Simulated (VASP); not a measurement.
# MgI2 (P-3m1) in VASP: single point with HSE06

Aim: the single point of MgI2 with HSE06.

All numbers are computed with VASP 6.6.1; they aren't measurements. Logs are shortened: lines on timing, memory, paths and dates and some standing lists are left out, and cuts for length are marked.

## Step 1: The cell of the first run

It takes space group P-3m1 (No. 164, trigonal). Conventional cell: a = 4.157 Å, b = 4.157 Å, c = 6.873 Å, α = 90.00°, β = 90.00°, γ = 120.00°. Mg (site symmetry -3m) has 6 I at 2.92 Å within 3.8 Å. Within 3.8 Å of I (site symmetry 3m) lie 3 Mg at 2.92 Å.

## Step 2: Single point, HSE06

POSCAR

```
MgI2
1.0
    4.1572130612      0.0000000000      0.0000000000
   -2.0786065306      3.6002521199      0.0000000000
    0.0000000000      0.0000000000      6.8733253065
Mg I
1 2
Direct
    0.0000000000      0.0000000000      0.0000000000
    0.3333333333      0.6666666667      0.2426220900
    0.6666666667      0.3333333333      0.7573779100
```

INCAR.step1

```
SYSTEM = MgI2
PREC     = Accurate       ! precision mode
ENCUT    = 520            ! plane-wave cutoff, eV
EDIFF    = 1E-5           ! SCF threshold, eV
ISMEAR   = 0              ! smearing method
SIGMA    = 0.01           ! smearing width, eV
LREAL    = .False.        ! projectors in reciprocal space
LASPH    = .True.         ! aspherical terms in the spheres
NELM     = 60             ! most SCF steps
ALGO     = Normal         ! electronic algorithm
ISIF     = 2              ! what is computed and relaxed
LWAVE    = .True.         ! write WAVECAR
LCHARG   = .False.        ! write CHGCAR
NBANDS   = 15             ! bands
GGA      = PE             ! functional
```

INCAR.step2

```
SYSTEM = MgI2
PREC     = Accurate       ! precision mode
ENCUT    = 520            ! plane-wave cutoff, eV
EDIFF    = 1E-6           ! SCF threshold, eV
ISMEAR   = 0              ! smearing method
SIGMA    = 0.01           ! smearing width, eV
LREAL    = .False.        ! projectors in reciprocal space
LASPH    = .True.         ! aspherical terms in the spheres
NELM     = 60             ! most SCF steps
ALGO     = Normal         ! electronic algorithm
ISIF     = 2              ! what is computed and relaxed
LWAVE    = .False.        ! write WAVECAR
LCHARG   = .False.        ! write CHGCAR
GGA      = PE             ! functional
LHFCALC  = .True.         ! exact exchange
HFSCREEN = 0.2079         ! screening, 1/A
PRECFOCK = Normal       
NBANDS   = 15             ! bands
ISTART   = 1
```

KPOINTS

```
Automatic mesh
0
Gamma
  6 6 2
  0 0 0
```

Potentials or basis: VASP PAW PBE potentials, release 64 (Mg, I).

Launch:

```sh
$ cat potpaw_PBE.64/Mg/POTCAR potpaw_PBE.64/I/POTCAR > POTCAR
$ cp INCAR.step1 INCAR
$ mpirun -np 1 vasp_std > vasp.out
$ cp INCAR.step2 INCAR
$ mpirun -np 1 vasp_std > vasp.out
```

OUTCAR:

```text
SYSTEM = MgI2
   PREC = Accurate
   ENCUT = 520
   EDIFF = 1E-6
   ISMEAR = 0
   LREAL = .False.
   LASPH = .True.
   NELM = 60
   ISIF = 2
   GGA = PE
   LHFCALC = .True.
   HFSCREEN = 0.2079
   PRECFOCK = Normal
   ISTART = 1

 ion  position               nearest neighbor table
   1  0.000  0.000  0.000-   2 2.92   3 2.92   2 2.92   3 2.92   3 2.92   2 2.92
   2  0.333  0.667  0.243-   1 2.92   1 2.92   1 2.92
   3  0.667  0.333  0.757-   1 2.92   1 2.92   1 2.92

  LATTYP: Found a hexagonal cell.
 ALAT       =     4.1572130612
 C/A-ratio  =     1.6533493004

  Lattice vectors:

 A1 = (   4.1572130612,   0.0000000000,   0.0000000000)
 A2 = (  -2.0786065306,   3.6002521199,   0.0000000000)
 A3 = (   0.0000000000,   0.0000000000,   6.8733253065)

Analysis of symmetry for initial positions (statically):
=====================================================================
 Subroutine PRICEL returns:
 Original cell was already a primitive cell.

 Routine SETGRP: Setting up the symmetry group for a
 hexagonal supercell.

 Subroutine GETGRP returns: Found 12 space group operations
 (whereof 12 operations were pure point group operations)
 out of a pool of 24 trial point group operations.

The static configuration has the point symmetry D_3d.

Analysis of symmetry for dynamics (positions and initial velocities):
=====================================================================
 Subroutine PRICEL returns:
 Original cell was already a primitive cell.

 Routine SETGRP: Setting up the symmetry group for a
 hexagonal supercell.

 Subroutine GETGRP returns: Found 12 space group operations
 (whereof 12 operations were pure point group operations)
 out of a pool of 24 trial point group operations.

The dynamic configuration has the point symmetry D_3d.

 Subroutine INISYM returns: Found 12 space group operations
 (whereof 12 operations are pure point group operations),
 and found     1 'primitive' translations

----------------------------------------------------------------------------------------

                                     Primitive cell

  volume of cell :     102.8732

  direct lattice vectors                    reciprocal lattice vectors
     4.157213061  0.000000000  0.000000000     0.240545766  0.138879163  0.000000000
    -2.078606531  3.600252120  0.000000000     0.000000000  0.277758325  0.000000000
     0.000000000  0.000000000  6.873325306     0.000000000  0.000000000  0.145489986

  length of vectors
     4.157213061  4.157213061  6.873325306     0.277758325  0.277758325  0.145489986

  position of ions in fractional coordinates (direct lattice)
     0.000000000  0.000000000  0.000000000
     0.333333333  0.666666667  0.242622090
     0.666666667  0.333333333  0.757377910

  ion indices of the primitive-cell ions
   primitive index   ion index
                 1           1
                 2           2
                 3           3

----------------------------------------------------------------------------------------

 KPOINTS: Automatic mesh

Automatic generation of k-mesh.
 Grid dimensions read from file:
 generate k-points for:    6    6    2

 Generating k-lattice:

  Cartesian coordinates                     Fractional coordinates (reciprocal lattice)
     0.040090961  0.023146527  0.000000000     0.166666667  0.000000000  0.000000000
     0.000000000  0.046293054  0.000000000     0.000000000  0.166666667  0.000000000
     0.000000000  0.000000000  0.072744993     0.000000000  0.000000000  0.500000000

  Length of vectors
     0.046293054  0.046293054  0.072744993

  Shift w.r.t. Gamma in fractional coordinates (k-lattice)
     0.000000000  0.000000000  0.000000000

 Subroutine IBZKPT returns following result:
 ===========================================

 Found     14 irreducible k-points:

 Following reciprocal coordinates:
            Coordinates               Weight
  0.000000  0.000000  0.000000      1.000000
  0.166667 -0.000000  0.000000      6.000000
  0.333333 -0.000000  0.000000      6.000000
  0.500000 -0.000000  0.000000      3.000000
  0.166667  0.166667  0.000000      6.000000
  0.333333  0.166667  0.000000     12.000000
  0.333333  0.333333  0.000000      2.000000
  0.000000  0.000000  0.500000      1.000000
  0.166667 -0.000000  0.500000      6.000000
  0.333333 -0.000000  0.500000      6.000000
  0.500000 -0.000000  0.500000      3.000000
  0.166667  0.166667  0.500000      6.000000
  0.333333  0.166667  0.500000     12.000000
  0.333333  0.333333  0.500000      2.000000
   k-points           NKPTS =     14   k-points in BZ     NKDIM =     72   number of bands    NBANDS=     15
   number of dos      NEDOS =    301   number of ions     NIONS =      3
   total plane-waves  NPLWV =  55296
   dimension x,y,z NGX =    32 NGY =   32 NGZ =   54
   dimension x,y,z NGXF=    64 NGYF=   64 NGZF=  108
   ions per type =               1   2
   NGX,Y,Z   is equivalent  to a cutoff of  12.80, 12.80, 13.06 a.u.
   NGXF,Y,Z  is equivalent  to a cutoff of  25.59, 25.59, 26.12 a.u.
 SYSTEM =  MgI2
   PREC   = accura    normal or accurate (medium, high low for compatibility)
   ISTART =      1    job   : 0-new  1-cont  2-samecut
   ICHARG =      0    charge: 1-file 2-atom 10-const
   ISPIN  =      1    spin polarized calculation?
   LNONCOLLINEAR =      F non collinear calculations
   LSORBIT =      F    spin-orbit coupling
   LASPH  =      T    aspherical Exc in radial PAW
   ENCUT  =  520.0 eV  38.22 Ry    6.18 a.u.   7.73  7.73 12.78*2*pi/ulx,y,z
   NELM   =     60;   NELMIN=  2; NELMDL=  0     # of ELM steps
   EDIFF  = 0.1E-05   stopping-criterion for ELM
   LREAL  =      F    real-space projection
   EDIFFG = 0.1E-04   stopping-criterion for IOM
   NSW    =      0    number of steps for IOM
   IBRION =     -1    ionic relax: 0-MD 1-quasi-New 2-CG
   NFREE  =      0    steps in history (QN), initial steepest desc. (CG)
   ISIF   =      2    stress and relaxation
   ISYM   =      3    0-nonsym 1-usesym 2-fastsym
   POTIM  = 0.5000    time-step for ionic-motion
   TEBEG  =    0.0;   TEEND  =   0.0 temperature during run
   PSTRESS=    0.0 pullay stress
   NELECT =      16.0000    total number of electrons
   NUPDOWN=      -1.0000    fix difference up-down
   EMIN   =  10.00;   EMAX   =-10.00  energy-range for DOS
   EFERMI =   0.00;   METHOD = LEGACY
   ISMEAR =     0;   SIGMA  =   0.01  broadening in eV -4-tet -1-fermi 0-gaus
   EFERMI_NEDOS =   21; number of points for ismear=-14 and -15
   IALGO  =     38    algorithm
   IMIX   =      1    mixing-type and parameters
     AMIX     =   0.40;   BMIX     =  1.00
     AMIX_MAG =   1.60;   BMIX_MAG =  1.00
  volume/ion in A,a.u.               =      34.29       231.41
  Fermi-wavevector in a.u.,A,eV,Ry     =   0.880402  1.663718 10.545969  0.775107
  Thomas-Fermi vector in A             =   2.000757
   LORBIT       =      0    0 simple, 1 ext, 2 COOP (PROOUT), +10 PAW based schemes
   GGA     = PE    functional components
   LHFCALC =     T    Hartree Fock is set to
   PRECFOCK=normal    Normal, Fast or Accurate (Low or Medium for compatibility)
   ENCUT4O =  -1.0   cutoff for four orbital integrals eV
   NKREDX  =     1    reduce k-point grid by
   NKREDY  =     1    reduce k-point grid by
   NKREDZ  =     1    reduce k-point grid by
   AEXX    =    0.2500 exact exchange contribution
   HFSCREEN=    0.2079 screening length (either q_TF or 0.3 A-1)
   HFSCREENC=   0.2079 screening length for correlation (either q_TF or 0.3 A-1)
   ENCUTFOCK=  -1.0 apply spherical cutoff to Coloumb kernel
   IVDW    =     0    specifies the selected vdW correction
   LEPSILON=     F    determine dielectric tensor
   LRPA    =     F    only Hartree local field effects (RPA)
 non-spin polarized calculation
 Gauss-broadening in eV      SIGMA  =   0.01
  energy-cutoff  :      520.00
  volume of cell :      102.87
 maximum number of plane-waves:      2814
 NGX is ok and might be reduce to    32
  NGX = 24; NGY = 24; NGZ = 40

 number of electron      16.0000001 magnetization

 Free energy of the ion-electron system (eV)
  ---------------------------------------------------
  ext. energy  EPLUGINS =         0.00000000
  ---------------------------------------------------
  free energy    TOTEN  =        -9.18951920 eV

  energy without entropy =       -9.18951920  energy(sigma->0) =       -9.18951920

 E-fermi :   1.6756     XC(G=0):  -6.8730

 val. band max:        1.6116788564   @ k =   0.0000   0.0000   0.0000
 cond. band min:       6.0867908194   @ k =   0.5000  -0.0000   0.5000
 fundamental gap:      4.4751119630
 Fermi energy:         1.6755620621

 k-point     1 :       0.0000    0.0000    0.0000
  band No.  band energies     occupation
      1     -11.5106      2.00000
      2     -10.7142      2.00000
      3      -2.2020      2.00000
      4       1.1232      2.00000
      5       1.1232      2.00000
      6       1.5326      2.00000
      7       1.5326      2.00000
      8       1.6117      2.00000
      9       6.2803      0.00000
     10       7.3338      0.00000
     11       9.3800      0.00000
     12       9.3800      0.00000
     13      10.1503      0.00000
     14      10.8490      0.00000
     15      10.8490      0.00000

 k-point     2 :       0.1667   -0.0000    0.0000
  band No.  band energies     occupation
      1     -11.3533      2.00000
      2     -10.6344      2.00000
      3      -1.9874      2.00000
      4       0.0794      2.00000
      5       0.6462      2.00000
      6       0.7903      2.00000
      7       1.4736      2.00000
      8       1.5046      2.00000
      9       7.1786      0.00000
     10       7.9938      0.00000
     11       8.8388      0.00000
     12       9.7730      0.00000
     13       9.8664      0.00000
     14      10.6896      0.00000
     15      11.2561      0.00000
[... 185 lines left out ...]
      3      -2.0767      2.00000
      4      -1.5808      2.00000
      5      -0.4673      2.00000
      6      -0.0432      2.00000
      7       0.8532      2.00000
      8       0.9882      2.00000
      9       6.8745      0.00000
     10       8.1708      0.00000
     11       8.8722      0.00000
     12       9.5519      0.00000
     13       9.8017      0.00000
     14      10.9637      0.00000
     15      11.9635      0.00000

 k-point    14 :       0.3333    0.3333    0.5000
  band No.  band energies     occupation
      1     -10.5190      2.00000
      2     -10.5190      2.00000
      3      -1.7806      2.00000
      4      -1.3693      2.00000
      5      -1.3693      2.00000
      6      -0.7629      2.00000
      7       1.0209      2.00000
      8       1.0209      2.00000
      9       7.4457      0.00000
     10       8.3749      0.00000
     11       8.3749      0.00000
     12       9.9890      0.00000
     13      11.0569      0.00000
     14      11.3082      0.00000
     15      11.5290      0.00000

------------------------ aborting loop because EDIFF is reached ----------------------------------------

  FORCE on cell =-STRESS in cart. coord.  units (eV):
  Direction    XX          YY          ZZ          XY          YZ          ZX
  --------------------------------------------------------------------------------------
  -------------------------------------------------------------------------------------
  Total        0.1495398      0.1495398      0.2620292     -0.0000000     -0.0000000      0.0000000
  in kB        2.3289767      2.3289767      4.0809204     -0.0000000     -0.0000000      0.0000000
  external PRESSURE =       2.9129579 kB  Pullay stress =       0.0000000 kB

 VOLUME and BASIS-vectors are now :
 -----------------------------------------------------------------------------
  energy-cutoff  :      520.00
  volume of cell :      102.87
      direct lattice vectors                 reciprocal lattice vectors
     4.157213061  0.000000000  0.000000000     0.240545766  0.138879163  0.000000000
    -2.078606531  3.600252120  0.000000000     0.000000000  0.277758325  0.000000000
     0.000000000  0.000000000  6.873325306     0.000000000  0.000000000  0.145489986

 POSITION                                       TOTAL-FORCE (eV/Angst)
 -----------------------------------------------------------------------------------
      0.00000      0.00000      0.00000         0.000000      0.000000      0.000000
     -0.00000      2.40017      1.66762        -0.000000      0.000000     -0.127227
      2.07861      1.20008      5.20570         0.000000     -0.000000      0.127227
 -----------------------------------------------------------------------------------
    total drift:                               -0.000000     -0.000000      0.000028

  FREE ENERGIE OF THE ION-ELECTRON SYSTEM (eV)
  ---------------------------------------------------
  free  energy   TOTEN  =        -9.1895192034 eV

  energy  without entropy=       -9.1895192034  energy(sigma->0) =       -9.18951920
```

It took 17 min on 1 thread of Intel Xeon Platinum 8259CL at 2.50GHz (Skylake/Cascade Lake), shared host; peak memory 0.36 GiB.

Results:

```yaml
Free_energy: -9.1895 eV
Pressure: 0.3 GPa
Largest_force: 0.127 eV/Å
Band_gap_on_the_k_mesh: 4.48 eV, indirect (least direct gap 4.67 eV)
```

Forces in eV/Å, atoms in the order of the input:
```
Mg   0.000  0.000  0.000
I    0.000  0.000 -0.127
I    0.000  0.000  0.127
```

Levels at points of the mesh, in eV from the valence-band top:
```
           k point  band 4  band 5  band 6  band 7  band 8  band 9  band 10  band 11  band 12  band 13
(0.00, 0.00, 0.00)   -0.49   -0.49   -0.08   -0.08    0.00    4.67     5.72     7.77     7.77     8.54
(0.50, 0.00, 0.00)   -3.04   -2.01   -1.49   -0.96   -0.49    4.56     6.30     6.45     8.01     9.13
(0.00, 0.00, 0.50)   -1.53   -0.38   -0.38   -0.19   -0.19    5.66     5.82     7.57     7.57     8.87
(0.50, 0.00, 0.50)   -3.45   -1.31   -1.22   -0.86   -0.74    4.48     6.16     6.64     7.07     8.86
```

Caveat: the k points lie up to 0.46 Å⁻¹ apart; the PAW data sets were made with another functional, which shifts forces and pressure a little; spin-orbit coupling is left out, which moves the levels of the heavy elements; this functional lacks dispersion, which binds the layers, so the pressure and a relaxed spacing across them are unreliable.
